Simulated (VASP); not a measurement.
# Mg2GeN3 (P-3m1) in VASP: a series of runs

The runs below take Mg2GeN3 through single point, with PBE.

Program: VASP 6.6.1. These are calculated values, not measurements. Logs are shortened: lines on timing, memory, paths and dates and some standing lists are left out, and cuts for length are marked.

## Step 1: The cell of the first run

It takes space group P-3m1 (No. 164, trigonal). Conventional cell: a = 3.003 Å, b = 3.003 Å, c = 7.729 Å, α = 90.00°, β = 90.00°, γ = 120.00°. Mg (site symmetry 3m) has 6 N at 2.16 to 2.27 Å within 2.9 Å. Within 2.7 Å of Ge (site symmetry -3m) lie 6 N at 2.06 Å. Within 2.7 Å of N (site symmetry 3m) lie 3 Ge at 2.06 Å and 3 Mg at 2.27 Å. Within 2.9 Å of N (site symmetry -3m) lie 6 Mg at 2.16 Å.

## Step 2: Single point, PBE

The input, INCAR:

```
SYSTEM = Mg2GeN3
PREC = Accurate
ENCUT = 520
EDIFF = 1E-6
ISMEAR = 0
SIGMA = 0.1
LREAL = .False.
LASPH = .True.
NELM = 100
ALGO = Normal
ISIF = 2
LWAVE = .False.
LCHARG = .True.
GGA = PE
LELF = .True.
LVHAR = .True.
NBANDS = 26
```

The input, KPOINTS:

```
Automatic mesh
0
Gamma
  12 12 4
  0 0 0
```

The input, POSCAR:

```
Mg2GeN3
1.0
    3.0032302472      0.0000000000      0.0000000000
   -1.5016151236      2.6008736875      0.0000000000
    0.0000000000      0.0000000000      7.7285018393
Mg Ge N
2 1 3
Direct
    0.3333333333      0.6666666667      0.6674184204
    0.6666666667      0.3333333333      0.3325815796
    0.0000000000      0.0000000000      0.0000000000
    0.3333333333      0.6666666667      0.1438157199
    0.6666666667      0.3333333333      0.8561842801
    0.0000000000      0.0000000000      0.5000000000
```

Potentials or basis: VASP PAW PBE potentials, release 64 (Mg, Ge_d, N).

On the command line:

```console
$ cat potpaw_PBE.64/Mg/POTCAR potpaw_PBE.64/Ge_d/POTCAR potpaw_PBE.64/N/POTCAR > POTCAR
$ mpirun -np 1 vasp_std > vasp.out
```

OUTCAR:

```text
SYSTEM = Mg2GeN3
   PREC = Accurate
   ENCUT = 520
   EDIFF = 1E-6
   ISMEAR = 0
   LREAL = .False.
   LASPH = .True.
   NELM = 100
   ISIF = 2
   GGA = PE

 ion  position               nearest neighbor table
   1  0.333  0.667  0.667-   6 2.16   6 2.16   6 2.16   5 2.27   5 2.27   5 2.27   3 3.10   3 3.10
                             3 3.10   2 3.11   2 3.11   2 3.11
   2  0.667  0.333  0.333-   6 2.16   6 2.16   6 2.16   4 2.27   4 2.27   4 2.27   3 3.10   3 3.10
                             3 3.10   1 3.11   1 3.11   1 3.11
   3  0.000  0.000  0.000-   4 2.06   5 2.06   5 2.06   4 2.06   5 2.06   4 2.06   1 3.10   2 3.10
                             1 3.10   2 3.10   2 3.10   1 3.10
   4  0.333  0.667  0.144-   3 2.06   3 2.06   3 2.06   2 2.27   2 2.27   2 2.27
   5  0.667  0.333  0.856-   3 2.06   3 2.06   3 2.06   1 2.27   1 2.27   1 2.27
   6  0.000  0.000  0.500-   1 2.16   2 2.16   2 2.16   1 2.16   2 2.16   1 2.16

  LATTYP: Found a hexagonal cell.
 ALAT       =     3.0032302472
 C/A-ratio  =     2.5733963776

  Lattice vectors:

 A1 = (   3.0032302472,   0.0000000000,   0.0000000000)
 A2 = (  -1.5016151236,   2.6008736875,   0.0000000000)
 A3 = (   0.0000000000,   0.0000000000,   7.7285018393)

Analysis of symmetry for initial positions (statically):
=====================================================================
 Subroutine PRICEL returns:
 Original cell was already a primitive cell.

 Routine SETGRP: Setting up the symmetry group for a
 hexagonal supercell.

 Subroutine GETGRP returns: Found 12 space group operations
 (whereof 12 operations were pure point group operations)
 out of a pool of 24 trial point group operations.

The static configuration has the point symmetry D_3d.

Analysis of symmetry for dynamics (positions and initial velocities):
=====================================================================
 Subroutine PRICEL returns:
 Original cell was already a primitive cell.

 Routine SETGRP: Setting up the symmetry group for a
 hexagonal supercell.

 Subroutine GETGRP returns: Found 12 space group operations
 (whereof 12 operations were pure point group operations)
 out of a pool of 24 trial point group operations.

The dynamic configuration has the point symmetry D_3d.

 Subroutine INISYM returns: Found 12 space group operations
 (whereof 12 operations are pure point group operations),
 and found     1 'primitive' translations

----------------------------------------------------------------------------------------

                                     Primitive cell

  volume of cell :      60.3675

  direct lattice vectors                    reciprocal lattice vectors
     3.003230247  0.000000000  0.000000000     0.332974803  0.192243092  0.000000000
    -1.501615124  2.600873688  0.000000000     0.000000000  0.384486184  0.000000000
     0.000000000  0.000000000  7.728501839     0.000000000  0.000000000  0.129391184

  length of vectors
     3.003230247  3.003230247  7.728501839     0.384486184  0.384486184  0.129391184

  position of ions in fractional coordinates (direct lattice)
     0.333333333  0.666666667  0.667418420
     0.666666667  0.333333333  0.332581580
     0.000000000  0.000000000  0.000000000
     0.333333333  0.666666667  0.143815720
     0.666666667  0.333333333  0.856184280
     0.000000000  0.000000000  0.500000000

  ion indices of the primitive-cell ions
   primitive index   ion index
                 1           1
                 2           2
                 3           3
                 4           4
                 5           5
                 6           6

----------------------------------------------------------------------------------------

 KPOINTS: Automatic mesh

Automatic generation of k-mesh.
 Grid dimensions read from file:
 generate k-points for:   12   12    4

 Generating k-lattice:

  Cartesian coordinates                     Fractional coordinates (reciprocal lattice)
     0.027747900  0.016020258  0.000000000     0.083333333 -0.000000000  0.000000000
     0.000000000  0.032040515  0.000000000     0.000000000  0.083333333  0.000000000
     0.000000000  0.000000000  0.032347796     0.000000000  0.000000000  0.250000000

  Length of vectors
     0.032040515  0.032040515  0.032347796

  Shift w.r.t. Gamma in fractional coordinates (k-lattice)
     0.000000000  0.000000000  0.000000000

 Subroutine IBZKPT returns following result:
 ===========================================

 Found     69 irreducible k-points:

 Following reciprocal coordinates:
            Coordinates               Weight
  0.000000  0.000000  0.000000      1.000000
  0.083333  0.000000  0.000000      6.000000
  0.166667  0.000000  0.000000      6.000000
  0.250000 -0.000000  0.000000      6.000000
  0.333333 -0.000000  0.000000      6.000000
  0.416667 -0.000000  0.000000      6.000000
[... 16 lines left out ...]
  0.166667  0.000000  0.250000      6.000000
  0.000000  0.166667  0.250000      6.000000
 [... further k-points ...]
   k-points           NKPTS =     69   k-points in BZ     NKDIM =     69   number of bands    NBANDS=     26
   number of dos      NEDOS =    301   number of ions     NIONS =      6
   total plane-waves  NPLWV =  34560
   dimension x,y,z NGX =    24 NGY =   24 NGZ =   60
   dimension x,y,z NGXF=    48 NGYF=   48 NGZF=  120
   ions per type =               2   1   3
   NGX,Y,Z   is equivalent  to a cutoff of  13.29, 13.29, 12.91 a.u.
   NGXF,Y,Z  is equivalent  to a cutoff of  26.57, 26.57, 25.81 a.u.
 SYSTEM =  Mg2GeN3
   PREC   = accura    normal or accurate (medium, high low for compatibility)
   ISTART =      0    job   : 0-new  1-cont  2-samecut
   ICHARG =      2    charge: 1-file 2-atom 10-const
   ISPIN  =      1    spin polarized calculation?
   LNONCOLLINEAR =      F non collinear calculations
   LSORBIT =      F    spin-orbit coupling
   LASPH  =      T    aspherical Exc in radial PAW
   ENCUT  =  520.0 eV  38.22 Ry    6.18 a.u.   5.58  5.58 14.37*2*pi/ulx,y,z
   NELM   =    100;   NELMIN=  2; NELMDL= -5     # of ELM steps
   EDIFF  = 0.1E-05   stopping-criterion for ELM
   LREAL  =      F    real-space projection
   EDIFFG = 0.1E-04   stopping-criterion for IOM
   NSW    =      0    number of steps for IOM
   IBRION =     -1    ionic relax: 0-MD 1-quasi-New 2-CG
   NFREE  =      0    steps in history (QN), initial steepest desc. (CG)
   ISIF   =      2    stress and relaxation
   ISYM   =      2    0-nonsym 1-usesym 2-fastsym
   POTIM  = 0.5000    time-step for ionic-motion
   TEBEG  =    0.0;   TEEND  =   0.0 temperature during run
   PSTRESS=    0.0 pullay stress
   NELECT =      33.0000    total number of electrons
   NUPDOWN=      -1.0000    fix difference up-down
   EMIN   =  10.00;   EMAX   =-10.00  energy-range for DOS
   EFERMI =   0.00;   METHOD = LEGACY
   ISMEAR =     0;   SIGMA  =   0.10  broadening in eV -4-tet -1-fermi 0-gaus
   EFERMI_NEDOS =   21; number of points for ismear=-14 and -15
   IALGO  =     38    algorithm
   IMIX   =      4    mixing-type and parameters
     AMIX     =   0.40;   BMIX     =  1.00
     AMIX_MAG =   1.60;   BMIX_MAG =  1.00
  volume/ion in A,a.u.               =      10.06        67.90
  Fermi-wavevector in a.u.,A,eV,Ry     =   1.338582  2.529554 24.378954  1.791803
  Thomas-Fermi vector in A             =   2.467041
   LORBIT       =      0    0 simple, 1 ext, 2 COOP (PROOUT), +10 PAW based schemes
   GGA     = PE    functional components
   LHFCALC =     F    Hartree Fock is set to
   AEXX    =    0.0000 exact exchange contribution
   IVDW    =     0    specifies the selected vdW correction
   LEPSILON=     F    determine dielectric tensor
   LRPA    =     F    only Hartree local field effects (RPA)
 non-spin polarized calculation
 Gauss-broadening in eV      SIGMA  =   0.10
  energy-cutoff  :      520.00
  volume of cell :       60.37
 maximum number of plane-waves:      1685
 NGX is ok and might be reduce to    24
   NGX = 11   NGY = 11   NGZ = 29

 number of electron      33.0000013 magnetization

 Free energy of the ion-electron system (eV)
  ---------------------------------------------------
  ext. energy  EPLUGINS =         0.00000000
  ---------------------------------------------------
  free energy    TOTEN  =       -34.09490923 eV

  energy without entropy =      -34.07625247  energy(sigma->0) =      -34.08558085

 E-fermi :   5.3130     XC(G=0): -11.5644

 val. band max:        5.3040765151   @ k =   0.2500   0.0833   0.5000
 cond. band min:       5.3168451508   @ k =   0.1667   0.0833   0.0000
 fundamental gap:      0.0127686357
 Fermi energy:         5.3129909552

 k-point     1 :       0.0000    0.0000    0.0000
  band No.  band energies     occupation
      1     -18.5849      2.00000
      2     -18.5849      2.00000
      3     -18.5818      2.00000
      4     -18.5181      2.00000
      5     -18.5181      2.00000
      6     -11.5758      2.00000
[... 18 lines left out ...]
     25      18.9737      0.00000
     26      19.3030      0.00000

 k-point     2 :       0.0833    0.0000    0.0000
  band No.  band energies     occupation
      1     -18.5908      2.00000
      2     -18.5790      2.00000
      3     -18.5765      2.00000
      4     -18.5230      2.00000
      5     -18.5185      2.00000
      6     -11.4564      2.00000
[... 18 lines left out ...]
     25      18.2190      0.00000
     26      19.0300      0.00000

 k-point     3 :       0.1667    0.0000    0.0000
  band No.  band energies     occupation
      1     -18.6086      2.00000
      2     -18.5640      2.00000
      3     -18.5629      2.00000
      4     -18.5341      2.00000
      5     -18.5184      2.00000
      6     -11.1019      2.00000
[... 572 lines left out ...]
 k-point    23 :       0.1667    0.0000    0.2500
  band No.  band energies     occupation
      1     -18.6086      2.00000
      2     -18.5640      2.00000
      3     -18.5629      2.00000
      4     -18.5341      2.00000
      5     -18.5184      2.00000
      6     -11.0942      2.00000
[... 18 lines left out ...]
     25      16.9257      0.00000
     26      17.5469      0.00000

 k-point    24 :       0.0000    0.1667    0.2500
  band No.  band energies     occupation
      1     -18.6086      2.00000
      2     -18.5640      2.00000
      3     -18.5629      2.00000
      4     -18.5341      2.00000
      5     -18.5184      2.00000
      6     -11.0941      2.00000
[... 18 lines left out ...]
     25      16.6502      0.00000
     26      17.4503      0.00000

 [... further k-points ...]

------------------------ aborting loop because EDIFF is reached ----------------------------------------

  FORCE on cell =-STRESS in cart. coord.  units (eV):
  Direction    XX          YY          ZZ          XY          YZ          ZX
  --------------------------------------------------------------------------------------
  -------------------------------------------------------------------------------------
  Total       -0.1062142     -0.1062142     -0.1582951     -0.0000000      0.0000000      0.0000000
  in kB       -2.8189675     -2.8189675     -4.2012151     -0.0000000      0.0000000      0.0000000
  external PRESSURE =      -3.2797167 kB  Pullay stress =       0.0000000 kB

 VOLUME and BASIS-vectors are now :
 -----------------------------------------------------------------------------
  energy-cutoff  :      520.00
  volume of cell :       60.37
      direct lattice vectors                 reciprocal lattice vectors
     3.003230247  0.000000000  0.000000000     0.332974803  0.192243092  0.000000000
    -1.501615124  2.600873688  0.000000000     0.000000000  0.384486184  0.000000000
     0.000000000  0.000000000  7.728501839     0.000000000  0.000000000  0.129391184

 POSITION                                       TOTAL-FORCE (eV/Angst)
 -----------------------------------------------------------------------------------
     -0.00000      1.73392      5.15814        -0.000000      0.000000      0.010240
      1.50162      0.86696      2.57036         0.000000     -0.000000     -0.010240
      0.00000      0.00000      0.00000        -0.000000      0.000000      0.000000
     -0.00000      1.73392      1.11148         0.000000     -0.000000      0.037744
      1.50162      0.86696      6.61702         0.000000      0.000000     -0.037744
      0.00000      0.00000      3.86425        -0.000000      0.000000      0.000000
 -----------------------------------------------------------------------------------
    total drift:                                0.000000      0.000000      0.000000

  FREE ENERGIE OF THE ION-ELECTRON SYSTEM (eV)
  ---------------------------------------------------
  free  energy   TOTEN  =       -34.0949092269 eV

  energy  without entropy=      -34.0762524740  energy(sigma->0) =      -34.08558085
```

Wall time 1.7 min (1 thread of Intel Xeon 6975P-C (Granite Rapids), shared host); peak memory 0.24 GiB.

What came out:

- Free energy: -34.0949 eV
- Pressure: -0.3 GPa
- Largest force: 0.038 eV/Å

Forces on the atoms (eV/Å):
```
Mg   0.000  0.000  0.010
Mg   0.000  0.000 -0.010
Ge   0.000  0.000  0.000
N    0.000  0.000  0.038
N    0.000  0.000 -0.038
N    0.000  0.000  0.000
```

Stress tensor (GPa, compression positive):
```
-0.28  0.00  0.00
 0.00 -0.28  0.00
 0.00  0.00 -0.42
```

## Step 3: Single point, PBE (volume scaled by 1.03, then relaxed in part)

The input, INCAR:

```
  ALGO = Normal
  EDIFF = 1E-6
  ENCUT = 520
  GGA = PE
  ISIF = 2
  ISMEAR = 0
  LASPH = T
  LCHARG = F
  LREAL = F
  LWAVE = F
  NBANDS = 26
  NELM = 80
  PREC = Accurate
  SIGMA = 0.1
```

The input, KPOINTS:

```
k-points
0
Gamma
  12 12 4
```

The input, POSCAR:

```
Mg2GeN3
1.0
    3.0315695007      0.0000000000      0.0000000000
   -1.5157847504      2.6254162010      0.0000000000
    0.0000000000      0.0000000000      7.8122249402
Mg Ge N
2 1 3
Direct
    0.3333333333      0.6666666667      0.6668498108
    0.6666666667      0.3333333333      0.3331501892
    0.0000000000      0.0000000000      0.0000000000
    0.3333333333      0.6666666667      0.1427715713
    0.6666666667      0.3333333333      0.8572284287
    0.0000000000      0.0000000000      0.5000000000
```

Potentials or basis: VASP PAW PBE potentials, release 64 (Mg, Ge_d, N).

On the command line:

```console
$ cat potpaw_PBE.64/Mg/POTCAR potpaw_PBE.64/Ge_d/POTCAR potpaw_PBE.64/N/POTCAR > POTCAR
$ mpirun -np 1 vasp_std > vasp.out
```

Run time: 90 s. Hardware: 1 thread of Intel Xeon 6975P-C (Granite Rapids), shared host; peak memory 0.25 GiB.

Results (log left out):

```yaml
Free_energy: -34.0663 eV
Pressure: -4.7 GPa
Largest_force: 0.040 eV/Å
```

Forces in eV/Å, atoms in the order of the input:
```
Mg   0.000  0.000  0.004
Mg   0.000  0.000 -0.004
Ge   0.000  0.000  0.000
N    0.000  0.000  0.040
N    0.000  0.000 -0.040
N    0.000  0.000  0.000
```

Stress tensor (GPa, compression positive):
```
-4.65  0.00  0.00
 0.00 -4.65  0.00
 0.00  0.00 -4.89
```

Levels at points of the mesh, in eV from the Fermi level:
```
           k point  band 14  band 15  band 16  band 17  band 18  band 19  band 20  band 21
(0.00, 0.00, 0.00)    -0.22     0.12     0.73     0.73     2.91     5.09     6.88     8.78
(0.50, 0.00, 0.00)    -1.33    -1.20    -0.38    -0.19     2.68     6.42     7.00     7.81
(0.00, 0.00, 0.50)    -0.24    -0.24     0.73     0.73     3.69     5.02     6.57     8.78
(0.50, 0.00, 0.50)    -2.02    -0.50    -0.32    -0.06     2.96     5.70     7.70     7.97
```
